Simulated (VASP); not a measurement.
Write the native input for VASP 6.6.1 that does the following.

| Property | Result |
| --- | --- |
| Task | single point |
| Functional | PBEsol |
| Potentials or basis | VASP PAW PBE potentials, release 64 (Ag, O) |
| Cutoff | 520 eV |
| k mesh | 18 × 18 × 18 |
| Occupations | gaussian, width 0.15 eV |
| Spin | no spin polarisation |
| Dipole correction | no |
| Further INCAR settings | ALGO = Normal; EDIFF = 1e-06; NBANDS = 16 |

The structure of AgO lies in POSCAR:

```
AgO
1.0
    0.0000000000      2.4080000000      2.4080000000
    2.4080000000      0.0000000000      2.4080000000
    2.4080000000      2.4080000000      0.0000000000
Ag O
1 1
Direct
    0.0000000000      0.0000000000      0.0000000000
    0.7500000000      0.7500000000      0.7500000000
```

The input as run:

INCAR

```
SYSTEM = AgO
  ALGO = Normal
  EDIFF = 1E-6
  ENCUT = 520
  GGA = PS
  ISIF = 2
  ISMEAR = 0
  LASPH = .True.
  LCHARG = .False.
  LREAL = .False.
  LWAVE = .False.
  NBANDS = 16
  NELM = 100
  PREC = Accurate
  SIGMA = 0.15
```

KPOINTS

```
k-points
0
Gamma
  18 18 18
  0 0 0
```

Potentials or basis: VASP PAW PBE potentials, release 64 (Ag, O).

Command:

```bash
$ cat potpaw_PBE.64/Ag/POTCAR potpaw_PBE.64/O/POTCAR > POTCAR
$ mpirun -np 1 vasp_std > vasp.out
```

It gave:

The pressure is 10.8 GPa.

Caveat: the PAW data sets were made with another functional, which shifts forces and pressure a little; an odd number of electrons without spin polarisation forces a metal; a magnetic or distorted state may lie lower.

Run time: 37 s on 1 thread of Intel(R) Xeon(R) 6975P-C (Granite Rapids) (shared host), peak memory 0.22 GiB.
